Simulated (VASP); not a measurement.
# Al2Cu (I4/mcm) in VASP: notebook

The runs below take Al2Cu through single point, with PBE.

Everything below comes from runs of VASP 6.6.1. Logs are shortened: lines on timing, memory, paths and dates and some standing lists are left out, and cuts for length are marked.

**1. The cell of the first run**

Symmetry: I4/mcm, No. 140, tetragonal system. The conventional cell has a = 6.052 Å, b = 6.052 Å, c = 4.736 Å, α = 90.00°, β = 90.00°, γ = 90.00°. Within 3.4 Å of Al (site symmetry m2m) lie 4 Cu at 2.57 Å and 11 Al at 2.72 to 3.22 Å. Within 3.1 Å of Cu (site symmetry 422) lie 2 Cu at 2.37 Å and 8 Al at 2.57 Å.

**2. Single point, PBE**

The input, INCAR:

```
SYSTEM = Al2Cu
PREC = Accurate
ENCUT = 520
EDIFF = 1E-6
ISMEAR = 0
SIGMA = 0.15
LREAL = .FALSE.
LASPH = .TRUE.
NELM = 80
ALGO = Fast
ISIF = 2
LWAVE = .FALSE.
LCHARG = .FALSE.
GGA = PE
NBANDS = 26
```

The input, KPOINTS:

```
regular mesh
0
G
  10 10 10
  0 0 0
```

The input, POSCAR:

```
Al2Cu
1.0
   -3.0261521191      3.0261521191      2.3680500000
    3.0261521191     -3.0261521191      2.3680500000
    3.0261521191      3.0261521191     -2.3680500000
Al Cu
4 2
Direct
    0.1587211657      0.6587211657      0.8174423314
    0.6587211657      0.8412788343      0.5000000000
    0.8412788343      0.3412788343      0.1825576686
    0.3412788343      0.1587211657      0.5000000000
    0.7500000000      0.7500000000      0.0000000000
    0.2500000000      0.2500000000      0.0000000000
```

Potentials or basis: VASP PAW PBE potentials, release 64 (Al, Cu).

On the command line:

```bash
> cat potpaw_PBE.64/Al/POTCAR potpaw_PBE.64/Cu/POTCAR > POTCAR
> mpirun -np 1 vasp_std > vasp.out
```

OUTCAR:

```text
SYSTEM = Al2Cu
   PREC = Accurate
   ENCUT = 520
   EDIFF = 1E-6
   ISMEAR = 0
   LREAL = .FALSE.
   LASPH = .TRUE.
   NELM = 80
   ISIF = 2
   GGA = PE

 ion  position               nearest neighbor table
   1  0.159  0.659  0.817-   5 2.57   6 2.57   5 2.57   6 2.57   3 2.72   3 2.84   3 2.84   4 3.05
                             2 3.05   2 3.05   4 3.05   4 3.22   2 3.22   2 3.22   4 3.22
   2  0.659  0.841  0.500-   6 2.57   5 2.57   5 2.57   6 2.57   4 2.72   4 2.84   4 2.84   3 3.05
                             1 3.05   1 3.05   3 3.05   1 3.22   3 3.22   1 3.22   3 3.22
   3  0.841  0.341  0.183-   5 2.57   6 2.57   5 2.57   6 2.57   1 2.72   1 2.84   1 2.84   2 3.05
                             4 3.05   4 3.05   2 3.05   2 3.22   4 3.22   4 3.22   2 3.22
   4  0.341  0.159  0.500-   5 2.57   6 2.57   6 2.57   5 2.57   2 2.72   2 2.84   2 2.84   1 3.05
                             1 3.05   3 3.05   3 3.05   1 3.22   3 3.22   3 3.22   1 3.22
   5  0.750  0.750  0.000-   6 2.37   6 2.37   1 2.57   2 2.57   3 2.57   4 2.57   2 2.57   4 2.57
                             1 2.57   3 2.57
   6  0.250  0.250  0.000-   5 2.37   5 2.37   1 2.57   3 2.57   4 2.57   3 2.57   4 2.57   1 2.57
                             2 2.57   2 2.57

  LATTYP: Found a body centered tetragonal cell.
 ALAT       =     6.0523042382
 C/A-ratio  =     0.7825284080

  Lattice vectors:

 A1 = (  -3.0261521191,   3.0261521191,   2.3680500000)
 A2 = (   3.0261521191,  -3.0261521191,   2.3680500000)
 A3 = (   3.0261521191,   3.0261521191,  -2.3680500000)

Analysis of symmetry for initial positions (statically):
=====================================================================
 Subroutine PRICEL returns:
 Original cell was already a primitive cell.

 Routine SETGRP: Setting up the symmetry group for a
 body centered tetragonal supercell.

 Subroutine GETGRP returns: Found 16 space group operations
 (whereof  8 operations were pure point group operations)
 out of a pool of 16 trial point group operations.

The static configuration has the point symmetry C_4h.
 The point group associated with its full space group is D_4h.

Analysis of symmetry for dynamics (positions and initial velocities):
=====================================================================
 Subroutine PRICEL returns:
 Original cell was already a primitive cell.

 Routine SETGRP: Setting up the symmetry group for a
 body centered tetragonal supercell.

 Subroutine GETGRP returns: Found 16 space group operations
 (whereof  8 operations were pure point group operations)
 out of a pool of 16 trial point group operations.

The dynamic configuration has the point symmetry C_4h.
 The point group associated with its full space group is D_4h.

 Subroutine INISYM returns: Found 16 space group operations
 (whereof  8 operations are pure point group operations),
 and found     1 'primitive' translations

----------------------------------------------------------------------------------------

                                     Primitive cell

  volume of cell :      86.7426

  direct lattice vectors                    reciprocal lattice vectors
    -3.026152119  3.026152119  2.368050000     0.000000000  0.165226327  0.211144190
     3.026152119 -3.026152119  2.368050000     0.165226327  0.000000000  0.211144190
     3.026152119  3.026152119 -2.368050000     0.165226327  0.165226327  0.000000000

  length of vectors
     4.891099477  4.891099477  4.891099477     0.268107457  0.268107457  0.233665313

  position of ions in fractional coordinates (direct lattice)
     0.158721166  0.658721166  0.817442331
     0.658721166  0.841278834  0.500000000
     0.841278834  0.341278834  0.182557669
     0.341278834  0.158721166  0.500000000
     0.750000000  0.750000000  0.000000000
     0.250000000  0.250000000  0.000000000

  ion indices of the primitive-cell ions
   primitive index   ion index
                 1           1
                 2           2
                 3           3
                 4           4
                 5           5
                 6           6

----------------------------------------------------------------------------------------

 KPOINTS: regular mesh

Automatic generation of k-mesh.
 Grid dimensions read from file:
 generate k-points for:   10   10   10

 Generating k-lattice:

  Cartesian coordinates                     Fractional coordinates (reciprocal lattice)
     0.000000000  0.016522633  0.021114419     0.100000000  0.000000000  0.000000000
     0.016522633  0.000000000  0.021114419     0.000000000  0.100000000  0.000000000
     0.016522633  0.016522633  0.000000000     0.000000000  0.000000000  0.100000000

  Length of vectors
     0.026810746  0.026810746  0.023366531

  Shift w.r.t. Gamma in fractional coordinates (k-lattice)
     0.000000000  0.000000000  0.000000000

 Subroutine IBZKPT returns following result:
 ===========================================

 Found    102 irreducible k-points:

 Following reciprocal coordinates:
            Coordinates               Weight
  0.000000  0.000000  0.000000      1.000000
  0.100000  0.000000 -0.000000      8.000000
  0.200000  0.000000 -0.000000      8.000000
  0.300000  0.000000  0.000000      8.000000
  0.400000 -0.000000  0.000000      8.000000
  0.500000  0.000000 -0.000000      4.000000
[... 16 lines left out ...]
  0.300000  0.300000  0.000000      8.000000
  0.400000  0.300000  0.000000     16.000000
 [... further k-points ...]
   k-points           NKPTS =    102   k-points in BZ     NKDIM =    102   number of bands    NBANDS=     26
   number of dos      NEDOS =    301   number of ions     NIONS =      6
   total plane-waves  NPLWV =  46656
   dimension x,y,z NGX =    36 NGY =   36 NGZ =   36
   dimension x,y,z NGXF=    72 NGYF=   72 NGZF=   72
   ions per type =               4   2
   NGX,Y,Z   is equivalent  to a cutoff of  12.24, 12.24, 12.24 a.u.
   NGXF,Y,Z  is equivalent  to a cutoff of  24.47, 24.47, 24.47 a.u.
 SYSTEM =  Al2Cu
   PREC   = accura    normal or accurate (medium, high low for compatibility)
   ISTART =      0    job   : 0-new  1-cont  2-samecut
   ICHARG =      2    charge: 1-file 2-atom 10-const
   ISPIN  =      1    spin polarized calculation?
   LNONCOLLINEAR =      F non collinear calculations
   LSORBIT =      F    spin-orbit coupling
   LASPH  =      T    aspherical Exc in radial PAW
   ENCUT  =  520.0 eV  38.22 Ry    6.18 a.u.   9.09  9.09  9.09*2*pi/ulx,y,z
   NELM   =     80;   NELMIN=  2; NELMDL= -5     # of ELM steps
   EDIFF  = 0.1E-05   stopping-criterion for ELM
   LREAL  =      F    real-space projection
   EDIFFG = 0.1E-04   stopping-criterion for IOM
   NSW    =      0    number of steps for IOM
   IBRION =     -1    ionic relax: 0-MD 1-quasi-New 2-CG
   NFREE  =      0    steps in history (QN), initial steepest desc. (CG)
   ISIF   =      2    stress and relaxation
   ISYM   =      2    0-nonsym 1-usesym 2-fastsym
   POTIM  = 0.5000    time-step for ionic-motion
   TEBEG  =    0.0;   TEEND  =   0.0 temperature during run
   PSTRESS=    0.0 pullay stress
   NELECT =      34.0000    total number of electrons
   NUPDOWN=      -1.0000    fix difference up-down
   EMIN   =  10.00;   EMAX   =-10.00  energy-range for DOS
   EFERMI =   0.00;   METHOD = LEGACY
   ISMEAR =     0;   SIGMA  =   0.15  broadening in eV -4-tet -1-fermi 0-gaus
   EFERMI_NEDOS =   21; number of points for ismear=-14 and -15
   IALGO  =     68    algorithm
   IMIX   =      4    mixing-type and parameters
     AMIX     =   0.40;   BMIX     =  1.00
     AMIX_MAG =   1.60;   BMIX_MAG =  1.00
  volume/ion in A,a.u.               =      14.46        97.56
  Fermi-wavevector in a.u.,A,eV,Ry     =   1.198092  2.264067 19.530151  1.435426
  Thomas-Fermi vector in A             =   2.333990
   LORBIT       =      0    0 simple, 1 ext, 2 COOP (PROOUT), +10 PAW based schemes
   GGA     = PE    functional components
   LHFCALC =     F    Hartree Fock is set to
   AEXX    =    0.0000 exact exchange contribution
   IVDW    =     0    specifies the selected vdW correction
   LEPSILON=     F    determine dielectric tensor
   LRPA    =     F    only Hartree local field effects (RPA)
 non-spin polarized calculation
 RMM-DIIS sequential band-by-band and
 Gauss-broadening in eV      SIGMA  =   0.15
  energy-cutoff  :      520.00
  volume of cell :       86.74
 maximum number of plane-waves:      2353
   NGX = 19   NGY = 19   NGZ = 19

 number of electron      34.0000002 magnetization

 Free energy of the ion-electron system (eV)
  ---------------------------------------------------
  ext. energy  EPLUGINS =         0.00000000
  ---------------------------------------------------
  free energy    TOTEN  =       -23.33986572 eV

  energy without entropy =      -23.31986552  energy(sigma->0) =      -23.32986562

 E-fermi :   8.3664     XC(G=0): -10.9843

 val. band max:        8.3504320298   @ k =  -0.4000   0.4000   0.2000
 cond. band min:       8.3683874170   @ k =   0.5000   0.2000   0.1000
 fundamental gap:      0.0179553872
 Fermi energy:         8.3663741870

 k-point     1 :       0.0000    0.0000    0.0000
  band No.  band energies     occupation
      1      -2.6508      2.00000
      2       2.8215      2.00000
      3       3.0068      2.00000
      4       3.0704      2.00000
      5       3.0704      2.00000
      6       3.9914      2.00000
[... 18 lines left out ...]
     25      13.3884      0.00000
     26      14.0066      0.00000

 k-point     2 :       0.1000    0.0000   -0.0000
  band No.  band energies     occupation
      1      -2.5423      2.00000
      2       2.8114      2.00000
      3       3.0347      2.00000
      4       3.0500      2.00000
      5       3.0661      2.00000
      6       3.9727      2.00000
[... 18 lines left out ...]
     25      13.5108      0.00000
     26      14.2404      0.00000

 k-point     3 :       0.2000    0.0000   -0.0000
  band No.  band energies     occupation
      1      -2.2182      2.00000
      2       2.7912      2.00000
      3       2.8779      2.00000
      4       3.0503      2.00000
      5       3.1100      2.00000
      6       3.9001      2.00000
[... 572 lines left out ...]
 k-point    23 :       0.3000    0.3000    0.0000
  band No.  band energies     occupation
      1       0.4026      2.00000
      2       0.6563      2.00000
      3       0.6847      2.00000
      4       2.8460      2.00000
      5       3.6252      2.00000
      6       3.6425      2.00000
[... 18 lines left out ...]
     25      14.7494      0.00000
     26      16.3490      0.00000

 k-point    24 :       0.4000    0.3000    0.0000
  band No.  band energies     occupation
      1      -0.2603      2.00000
      2       0.5065      2.00000
      3       1.4238      2.00000
      4       2.9685      2.00000
      5       3.4227      2.00000
      6       3.6028      2.00000
[... 18 lines left out ...]
     25      15.1704      0.00000
     26      15.3858      0.00000

 [... further k-points ...]
[... 5 lines left out ...]
  --------------------------------------------------------------------------------------
  -------------------------------------------------------------------------------------
  Total        1.0333757      1.0333757      3.5012717      0.0000000     -0.0000000      0.0000000
  in kB       19.0869464     19.0869464     64.6701741      0.0000000     -0.0000000      0.0000000
  external PRESSURE =      34.2813556 kB  Pullay stress =       0.0000000 kB

 VOLUME and BASIS-vectors are now :
 -----------------------------------------------------------------------------
  energy-cutoff  :      520.00
  volume of cell :       86.74
      direct lattice vectors                 reciprocal lattice vectors
    -3.026152119  3.026152119  2.368050000     0.000000000  0.165226327  0.211144190
     3.026152119 -3.026152119  2.368050000     0.165226327  0.000000000  0.211144190
     3.026152119  3.026152119 -2.368050000     0.165226327  0.165226327  0.000000000

 POSITION                                       TOTAL-FORCE (eV/Angst)
 -----------------------------------------------------------------------------------
      3.98678      0.96063      0.00000        -0.080654     -0.080654     -0.000000
      2.06552      0.96063      2.36805         0.080654     -0.080654     -0.000000
     -0.96063      2.06552      2.36805         0.080654      0.080654      0.000000
      0.96063      2.06552      0.00000        -0.080654      0.080654     -0.000000
      0.00000      0.00000      3.55208        -0.000000     -0.000000     -0.000000
      0.00000      0.00000      1.18403        -0.000000      0.000000     -0.000000
 -----------------------------------------------------------------------------------
    total drift:                                0.000000     -0.000000      0.000000

  FREE ENERGIE OF THE ION-ELECTRON SYSTEM (eV)
  ---------------------------------------------------
  free  energy   TOTEN  =       -23.3398657222 eV

  energy  without entropy=      -23.3198655216  energy(sigma->0) =      -23.32986562
```

It took 4.2 min on 1 thread of Intel Xeon Platinum 8375C at 2.90GHz (Ice Lake), shared host; peak memory 0.33 GiB.

What came out:

* Free energy: -23.3399 eV
* Pressure: 3.4 GPa
* Largest force: 0.114 eV/Å
* Band gap on the k mesh: zero (band 17 reaches 11.07 eV, above the bottom of band 18 at 6.35 eV)

Forces in eV/Å, atoms in the order of the input:
```
Al  -0.081 -0.081  0.000
Al   0.081 -0.081  0.000
Al   0.081  0.081  0.000
Al  -0.081  0.081  0.000
Cu   0.000  0.000  0.000
Cu   0.000  0.000  0.000
```

(Part 1 of 2 ends here.)
